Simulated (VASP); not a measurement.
Input of a VASP 6.6.1 run:

The input INCAR:

```
  PREC = Accurate
  ENCUT = 520
  EDIFF = 1E-6
  ISMEAR = -1
  SIGMA = 0.05
  LREAL = F
  LASPH = T
  NELM = 60
  ALGO = Normal
  ISIF = 2
  LWAVE = F
  LCHARG = F
  NBANDS = 18
```

KPOINTS

```
regular mesh
0
Gamma
  8 8 6
```

POSCAR

```
As
1.0
    1.8370864449     -5.5364249026      0.0000000000
    1.8370864449      5.5364249026      0.0000000000
    0.0000000000      0.0000000000      4.4996035117
As
4
Direct
    0.3900000000      0.6100000000      0.5600000000
    0.8900000000      0.1100000000      0.9400000000
    0.6100000000      0.3900000000      0.4400000000
    0.1100000000      0.8900000000      0.0600000000
```

Potentials or basis: VASP PAW LDA potentials, release 64 (As).

Command:

```console
$ cat potpaw_LDA.64/As/POTCAR > POTCAR
$ mpirun -np 1 vasp_std > vasp.out
```

Problem. Estimate the pressure.

Solution. -2.8 GPa.

Problem. Predict the largest force.

Solution. 0.253 eV/Å.

Forces in eV/Å, atoms in the order of the input:
```
As   0.000 -0.089  0.237
As   0.000 -0.089 -0.237
As   0.000  0.089 -0.237
As   0.000  0.089  0.237
```
